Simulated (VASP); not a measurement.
# TaN (P6_3/mmc) in VASP: a series of runs

Runs on TaN. Level: PBEsol. Tasks: electric field gradients.

Program: VASP 6.6.1. These are calculated values, not measurements. Logs are shortened: lines on timing, memory, paths and dates and some standing lists are left out, and cuts for length are marked.

### Step 1. The cell of the first run

The structure is hexagonal, space group P6_3/mmc (No. 194). Conventional cell: a = 3.018 Å, b = 3.018 Å, c = 4.918 Å, α = 90.00°, β = 90.00°, γ = 120.00°. Within 2.8 Å of Ta (site symmetry -3m) lie 6 N at 2.13 Å and 2 Ta at 2.46 Å. N (site symmetry -6m2) has 6 Ta at 2.13 Å within 2.8 Å.

### Step 2. Electric field gradients, PBEsol (equal xx and yy strain of -1 %)

Input file INCAR:

```
SYSTEM = TaN
ALGO     = Normal         ! electronic algorithm
EDIFF    = 1E-8           ! SCF threshold, eV
ENCUT    = 520            ! plane-wave cutoff, eV
GGA      = PS             ! functional
GGA_COMPAT= .False.      
ISIF     = 2              ! what is computed and relaxed
ISMEAR   = -1             ! smearing method
LASPH    = .True.         ! aspherical terms in the spheres
LCHARG   = .False.        ! write CHGCAR
LEFG     = .True.       
LREAL    = .False.        ! projectors in reciprocal space
LWAVE    = .False.        ! write WAVECAR
NBANDS   = 24             ! bands
NELM     = 120            ! most SCF steps
PREC     = Accurate       ! precision mode
SIGMA    = 0.01           ! smearing width, eV
```

Input file KPOINTS:

```
k-points
0
Gamma
  9 9 5
  0 0 0
```

Input file POSCAR:

```
TaN
1.0
    3.0175219588      0.0000000000      0.0000000000
   -1.5087609794      2.6132506728      0.0000000000
    0.0000000000      0.0000000000      4.9180000000
Ta N
2 2
Direct
    0.0000000000      0.0000000000      0.0000000000
    0.0000000000      0.0000000000      0.5000000000
    0.3333333333      0.6666666667      0.2500000000
    0.6666666667      0.3333333333      0.7500000000
```

Potentials or basis: VASP PAW PBE potentials, release 64 (Ta_pv, N).

Command:

```console
$ cat potpaw_PBE.64/Ta_pv/POTCAR potpaw_PBE.64/N/POTCAR > POTCAR
$ mpirun -np 1 vasp_std > vasp.out
```

OUTCAR:

```text
SYSTEM = TaN
   EDIFF = 1E-8
   ENCUT = 520
   GGA = PS
   ISIF = 2
   ISMEAR = -1
   LASPH = .True.
   LREAL = .False.
   NELM = 120
   PREC = Accurate

 ion  position               nearest neighbor table
   1  0.000  0.000  0.000-   3 2.13   4 2.13   4 2.13   3 2.13   4 2.13   3 2.13   2 2.46   2 2.46

   2  0.000  0.000  0.500-   3 2.13   4 2.13   4 2.13   3 2.13   4 2.13   3 2.13   1 2.46   1 2.46

   3  0.333  0.667  0.250-   1 2.13   2 2.13   1 2.13   2 2.13   1 2.13   2 2.13
   4  0.667  0.333  0.750-   1 2.13   2 2.13   1 2.13   2 2.13   1 2.13   2 2.13

  LATTYP: Found a hexagonal cell.
 ALAT       =     3.0175219588
 C/A-ratio  =     1.6298141545

  Lattice vectors:

 A1 = (   3.0175219588,   0.0000000000,   0.0000000000)
 A2 = (  -1.5087609794,   2.6132506728,   0.0000000000)
 A3 = (   0.0000000000,   0.0000000000,   4.9180000000)

Analysis of symmetry for initial positions (statically):
=====================================================================
 Subroutine PRICEL returns:
 Original cell was already a primitive cell.

 Routine SETGRP: Setting up the symmetry group for a
 hexagonal supercell.

 Subroutine GETGRP returns: Found 24 space group operations
 (whereof 12 operations were pure point group operations)
 out of a pool of 24 trial point group operations.

The static configuration has the point symmetry D_3d.
 The point group associated with its full space group is D_6h.

Analysis of symmetry for dynamics (positions and initial velocities):
=====================================================================
 Subroutine PRICEL returns:
 Original cell was already a primitive cell.

 Routine SETGRP: Setting up the symmetry group for a
 hexagonal supercell.

 Subroutine GETGRP returns: Found 24 space group operations
 (whereof 12 operations were pure point group operations)
 out of a pool of 24 trial point group operations.

The dynamic configuration has the point symmetry D_3d.
 The point group associated with its full space group is D_6h.

 Subroutine INISYM returns: Found 24 space group operations
 (whereof 12 operations are pure point group operations),
 and found     1 'primitive' translations

----------------------------------------------------------------------------------------

                                     Primitive cell

  volume of cell :      38.7811

  direct lattice vectors                    reciprocal lattice vectors
     3.017521959  0.000000000  0.000000000     0.331397754  0.191332583  0.000000000
    -1.508760979  2.613250673  0.000000000     0.000000000  0.382665165  0.000000000
     0.000000000  0.000000000  4.918000000     0.000000000  0.000000000  0.203334689

  length of vectors
     3.017521959  3.017521959  4.918000000     0.382665165  0.382665165  0.203334689

  position of ions in fractional coordinates (direct lattice)
     0.000000000  0.000000000  0.000000000
     0.000000000  0.000000000  0.500000000
     0.333333333  0.666666667  0.250000000
     0.666666667  0.333333333  0.750000000

  ion indices of the primitive-cell ions
   primitive index   ion index
                 1           1
                 2           2
                 3           3
                 4           4

----------------------------------------------------------------------------------------

 KPOINTS: k-points

Automatic generation of k-mesh.
 Grid dimensions read from file:
 generate k-points for:    9    9    5

 Generating k-lattice:

  Cartesian coordinates                     Fractional coordinates (reciprocal lattice)
     0.036821973  0.021259176  0.000000000     0.111111111  0.000000000  0.000000000
     0.000000000  0.042518352  0.000000000     0.000000000  0.111111111  0.000000000
     0.000000000  0.000000000  0.040666938     0.000000000  0.000000000  0.200000000

  Length of vectors
     0.042518352  0.042518352  0.040666938

  Shift w.r.t. Gamma in fractional coordinates (k-lattice)
     0.000000000  0.000000000  0.000000000

 Subroutine IBZKPT returns following result:
 ===========================================

 Found     36 irreducible k-points:

 Following reciprocal coordinates:
            Coordinates               Weight
  0.000000  0.000000  0.000000      1.000000
  0.111111 -0.000000  0.000000      6.000000
  0.222222  0.000000  0.000000      6.000000
  0.333333  0.000000  0.000000      6.000000
  0.444444  0.000000  0.000000      6.000000
  0.111111  0.111111  0.000000      6.000000
[... 16 lines left out ...]
  0.333333  0.222222  0.200000     24.000000
  0.333333  0.333333  0.200000      4.000000
 [... further k-points ...]
   k-points           NKPTS =     36   k-points in BZ     NKDIM =     36   number of bands    NBANDS=     24
   number of dos      NEDOS =    301   number of ions     NIONS =      4
   total plane-waves  NPLWV =  23040
   dimension x,y,z NGX =    24 NGY =   24 NGZ =   40
   dimension x,y,z NGXF=    48 NGYF=   48 NGZF=   80
   ions per type =               2   2
   NGX,Y,Z   is equivalent  to a cutoff of  13.22, 13.22, 13.52 a.u.
   NGXF,Y,Z  is equivalent  to a cutoff of  26.44, 26.44, 27.04 a.u.
 SYSTEM =  TaN
   PREC   = accura    normal or accurate (medium, high low for compatibility)
   ISTART =      0    job   : 0-new  1-cont  2-samecut
   ICHARG =      2    charge: 1-file 2-atom 10-const
   ISPIN  =      1    spin polarized calculation?
   LNONCOLLINEAR =      F non collinear calculations
   LSORBIT =      F    spin-orbit coupling
   LASPH  =      T    aspherical Exc in radial PAW
   ENCUT  =  520.0 eV  38.22 Ry    6.18 a.u.   5.61  5.61  9.14*2*pi/ulx,y,z
   NELM   =    120;   NELMIN=  2; NELMDL= -5     # of ELM steps
   EDIFF  = 0.1E-07   stopping-criterion for ELM
   LREAL  =      F    real-space projection
   EDIFFG = 0.1E-06   stopping-criterion for IOM
   NSW    =      0    number of steps for IOM
   IBRION =     -1    ionic relax: 0-MD 1-quasi-New 2-CG
   NFREE  =      0    steps in history (QN), initial steepest desc. (CG)
   ISIF   =      2    stress and relaxation
   ISYM   =      2    0-nonsym 1-usesym 2-fastsym
   POTIM  = 0.5000    time-step for ionic-motion
   TEBEG  =    0.0;   TEEND  =   0.0 temperature during run
   PSTRESS=    0.0 pullay stress
   NELECT =      32.0000    total number of electrons
   NUPDOWN=      -1.0000    fix difference up-down
   EMIN   =  10.00;   EMAX   =-10.00  energy-range for DOS
   EFERMI =   0.00;   METHOD = LEGACY
   ISMEAR =    -1;   SIGMA  =   0.01  broadening in eV -4-tet -1-fermi 0-gaus
   EFERMI_NEDOS =   21; number of points for ismear=-14 and -15
   IALGO  =     38    algorithm
   IMIX   =      4    mixing-type and parameters
     AMIX     =   0.40;   BMIX     =  1.00
     AMIX_MAG =   1.60;   BMIX_MAG =  1.00
  volume/ion in A,a.u.               =       9.70        65.43
  Fermi-wavevector in a.u.,A,eV,Ry     =   1.535506  2.901685 32.079521  2.357778
  Thomas-Fermi vector in A             =   2.642285
   LORBIT       =      0    0 simple, 1 ext, 2 COOP (PROOUT), +10 PAW based schemes
   GGA     = PS    functional components
   LHFCALC =     F    Hartree Fock is set to
   AEXX    =    0.0000 exact exchange contribution
   IVDW    =     0    specifies the selected vdW correction
   LEPSILON=     F    determine dielectric tensor
   LRPA    =     F    only Hartree local field effects (RPA)
 non-spin polarized calculation
  energy-cutoff  :      520.00
  volume of cell :       38.78
 maximum number of plane-waves:      1087
 NGX is ok and might be reduce to    24
   NGX = 11   NGY = 11   NGZ = 19

 number of electron      32.0000000 magnetization

 Free energy of the ion-electron system (eV)
  ---------------------------------------------------
  ext. energy  EPLUGINS =         0.00000000
  ---------------------------------------------------
  free energy    TOTEN  =       -44.18269310 eV

  energy without entropy =      -44.18140684  energy(sigma->0) =      -44.18204997

 E-fermi :   9.9233     XC(G=0): -14.0225

 val. band max:        9.9232378031   @ k =   0.3333   0.2222   0.2000
 cond. band min:       9.9524649239   @ k =   0.1111   0.1111   0.0000
 fundamental gap:      0.0292271208
 Fermi energy:         9.9233010138

 k-point     1 :       0.0000    0.0000    0.0000
  band No.  band energies     occupation
      1     -27.1880      2.00000
      2     -25.2587      2.00000
      3     -25.2587      2.00000
      4     -24.8774      2.00000
      5     -24.8774      2.00000
      6     -24.0965      2.00000
[... 637 lines left out ...]
     23      17.5906      0.00000
     24      17.5906      0.00000

 [... further k-points ...]
[... 5 lines left out ...]
  --------------------------------------------------------------------------------------
  -------------------------------------------------------------------------------------
  Total        7.0030443      7.0030443     29.3995049      0.0000000     -0.0000000     -0.0000000
  in kB      289.3193125    289.3193125   1214.5924166      0.0000000     -0.0000000     -0.0000000
  external PRESSURE =     597.7436805 kB  Pullay stress =       0.0000000 kB

 VOLUME and BASIS-vectors are now :
 -----------------------------------------------------------------------------
  energy-cutoff  :      520.00
  volume of cell :       38.78
      direct lattice vectors                 reciprocal lattice vectors
     3.017521959  0.000000000  0.000000000     0.331397754  0.191332583  0.000000000
    -1.508760979  2.613250673  0.000000000     0.000000000  0.382665165  0.000000000
     0.000000000  0.000000000  4.918000000     0.000000000  0.000000000  0.203334689

 POSITION                                       TOTAL-FORCE (eV/Angst)
 -----------------------------------------------------------------------------------
      0.00000      0.00000      0.00000         0.000000      0.000000     -0.000000
      0.00000      0.00000      2.45900         0.000000      0.000000     -0.000000
     -0.00000      1.74217      1.22950        -0.000000      0.000000      0.000000
      1.50876      0.87108      3.68850         0.000000      0.000000     -0.000000
 -----------------------------------------------------------------------------------
    total drift:                               -0.000000      0.000000      0.000000

  FREE ENERGIE OF THE ION-ELECTRON SYSTEM (eV)
  ---------------------------------------------------
  free  energy   TOTEN  =       -44.1826930958 eV

  energy  without entropy=      -44.1814068386  energy(sigma->0) =      -44.18204997

 Electric field gradients (V/A^2)
---------------------------------------------------------------------
 ion       V_xx      V_yy      V_zz      V_xy      V_xz      V_yz
---------------------------------------------------------------------
   1      92.584    92.584  -185.168    -0.000    -0.000     0.000
   2      92.584    92.584  -185.168    -0.000     0.000    -0.000
   3      -1.767    -1.766     3.533     0.001     0.000    -0.000
   4      -1.767    -1.766     3.533     0.001     0.000     0.000
---------------------------------------------------------------------

 Electric field gradients after diagonalization (V/A^2)
 (convention: |V_zz| > |V_xx| > |V_yy|)
----------------------------------------------------------------------
 ion       V_xx      V_yy      V_zz     asymmetry (V_yy - V_xx)/ V_zz
----------------------------------------------------------------------
   1      92.584    92.584  -185.168       0.000
   2      92.584    92.584  -185.168       0.000
   3      -1.767    -1.765     3.533       0.001
   4      -1.767    -1.765     3.533       0.001
----------------------------------------------------------------------

           NMR quadrupolar parameters

 Cq : quadrupolar parameter    Cq=e*Q*V_zz/h
 eta: asymmetry parameters     (V_yy - V_xx)/ V_zz
 Q  : nuclear electric quadrupole moment in mb (millibarn)
----------------------------------------------------------------------
 ion       Cq(MHz)       eta       Q (mb)
----------------------------------------------------------------------
   1      -0.448       0.000       1.000
   2      -0.448       0.000       1.000
   3       0.009       0.001       1.000
   4       0.009       0.001       1.000
----------------------------------------------------------------------
```

Run time: 67 s. Hardware: 1 thread of Intel Xeon 8259CL, shared host; peak memory 0.18 GiB.

Results:

* Free energy: -44.1827 eV
* Pressure: 59.8 GPa
* Band gap on the k mesh: zero (bands 16 and 17 overlap by 2.38 eV)
* Largest electric field gradient by atom: Ta -185.2; N +3.5 V/Å²

Electric field gradients, principal values (V/Å²):
```csv
atom,least,middle,greatest (by size)
1 Ta,92.584,92.584,-185.168
2 Ta,92.584,92.584,-185.168
3 N,-1.765,-1.767,3.533
4 N,-1.765,-1.767,3.533
```

Caveat: the cell differs from its parent crystal (equal xx and yy strain of -1 %); the cell stands under pressure; without QUAD_EFG the Cq values of the log hold for a quadrupole moment of 1 mb, not for the nuclei; the PAW data sets were made with another functional, which shifts forces and pressure a little; spin-orbit coupling is left out, which moves the levels of the heavy elements.

### Step 3. Electric field gradients, PBEsol (equal xx and yy strain of -1 %)

Input file INCAR:

```
PREC = Accurate ; ENCUT = 520
EDIFF = 1E-8 ; ISMEAR = -1
SIGMA = 0.01 ; LREAL = F
LASPH = T ; NELM = 120
ALGO = Normal ; ISIF = 2
LWAVE = F ; LCHARG = F
GGA = PS ; LEFG = T
NBANDS = 24 ; GGA_COMPAT = F
```

Input file KPOINTS:

```
Automatic mesh
0
Gamma
  9 9 5
```

POSCAR is that of step 2.

Potentials or basis: VASP PAW PBE potentials, release 64 (Ta_pv, N).

Command:

```console
$ cat potpaw_PBE.64/Ta_pv/POTCAR potpaw_PBE.64/N/POTCAR > POTCAR
$ mpirun -np 1 vasp_std > vasp.out
```

OUTCAR:

```text
PREC = Accurate
   ENCUT = 520
   EDIFF = 1E-8
   ISMEAR = -1
   LREAL = F
   LASPH = T
   NELM = 120
   ISIF = 2
   GGA = PS

 ion  position               nearest neighbor table
   1  0.000  0.000  0.000-   3 2.13   4 2.13   4 2.13   3 2.13   4 2.13   3 2.13   2 2.46   2 2.46

   2  0.000  0.000  0.500-   3 2.13   4 2.13   4 2.13   3 2.13   4 2.13   3 2.13   1 2.46   1 2.46

   3  0.333  0.667  0.250-   1 2.13   2 2.13   1 2.13   2 2.13   1 2.13   2 2.13
   4  0.667  0.333  0.750-   1 2.13   2 2.13   1 2.13   2 2.13   1 2.13   2 2.13

  LATTYP: Found a hexagonal cell.
 ALAT       =     3.0175219588
 C/A-ratio  =     1.6298141545

[... 879 lines left out ...]
 ion       V_xx      V_yy      V_zz      V_xy      V_xz      V_yz
---------------------------------------------------------------------
   1      92.584    92.584  -185.168    -0.000    -0.000     0.000
   2      92.584    92.584  -185.168    -0.000     0.000    -0.000
   3      -1.767    -1.766     3.533     0.001     0.000    -0.000
   4      -1.767    -1.766     3.533     0.001     0.000     0.000
---------------------------------------------------------------------

 Electric field gradients after diagonalization (V/A^2)
 (convention: |V_zz| > |V_xx| > |V_yy|)
----------------------------------------------------------------------
 ion       V_xx      V_yy      V_zz     asymmetry (V_yy - V_xx)/ V_zz
----------------------------------------------------------------------
   1      92.584    92.584  -185.168       0.000
   2      92.584    92.584  -185.168       0.000
   3      -1.767    -1.765     3.533       0.001
   4      -1.767    -1.765     3.533       0.001
----------------------------------------------------------------------

           NMR quadrupolar parameters

 Cq : quadrupolar parameter    Cq=e*Q*V_zz/h
 eta: asymmetry parameters     (V_yy - V_xx)/ V_zz
 Q  : nuclear electric quadrupole moment in mb (millibarn)
----------------------------------------------------------------------
 ion       Cq(MHz)       eta       Q (mb)
----------------------------------------------------------------------
   1      -0.448       0.000       1.000
   2      -0.448       0.000       1.000
   3       0.009       0.001       1.000
   4       0.009       0.001       1.000
----------------------------------------------------------------------
```

stdout:

```text
POSCAR found type information on POSCAR TaN
 POSCAR found :  2 types and       4 ions
 scaLAPACK will be used
 -----------------------------------------------------------------------------
|                                                                             |
|                                                                             |
|     You enforced a specific xc type in the INCAR file but a different       |
|     I HOPE YOU KNOW WHAT YOU ARE DOING!                                     |
|                                                                             |
 -----------------------------------------------------------------------------

 LDA part: xc-table for (Slater+PW92), standard interpolation
 POSCAR, INCAR and KPOINTS ok, starting setup
 FFT: planning ... GRIDC
 FFT: planning ... GRID_SOFT
 FFT: planning ... GRID
 WAVECAR not read
 entering main loop
ion   1

ion   2

ion   3

ion   4
```

Wall time 74 s (1 thread of Intel Xeon 8259CL, shared host); peak memory 0.18 GiB.

Results:

| Item | Value |
| --- | --- |
| Free energy | -44.1827 eV |
| Pressure | 59.8 GPa |
| Band gap on the k mesh | zero (bands 16 and 17 overlap by 2.38 eV) |
| Largest electric field gradient by atom | Ta -185.2; N +3.5 V/Å² |

Stress tensor (GPa, compression positive):
```
 28.93   0.00   0.00
  0.00  28.93   0.00
  0.00   0.00 121.46
```

Levels at points of the mesh, in eV from the Fermi level:
```
           k point  band 12  band 13  band 14  band 15  band 16  band 17  band 18  band 19  band 20  band 21
(0.00, 0.00, 0.00)    -5.34    -3.64    -3.62    -3.62    -1.80    -1.80    -0.66    -0.66     3.06     4.44
```

Electric field gradients, principal values (V/Å²):
| atom | least | middle | greatest (by size) |
| --- | --- | --- | --- |
| 1 Ta | 92.584 | 92.584 | -185.168 |
| 2 Ta | 92.584 | 92.584 | -185.168 |
| 3 N | -1.765 | -1.767 | 3.533 |
| 4 N | -1.765 | -1.767 | 3.533 |

Caveat: the cell differs from its parent crystal (equal xx and yy strain of -1 %); the cell stands under pressure; without QUAD_EFG the Cq values of the log hold for a quadrupole moment of 1 mb, not for the nuclei; the PAW data sets were made with another functional, which shifts forces and pressure a little; spin-orbit coupling is left out, which moves the levels of the heavy elements.

(Continued in part 2 of 2.)
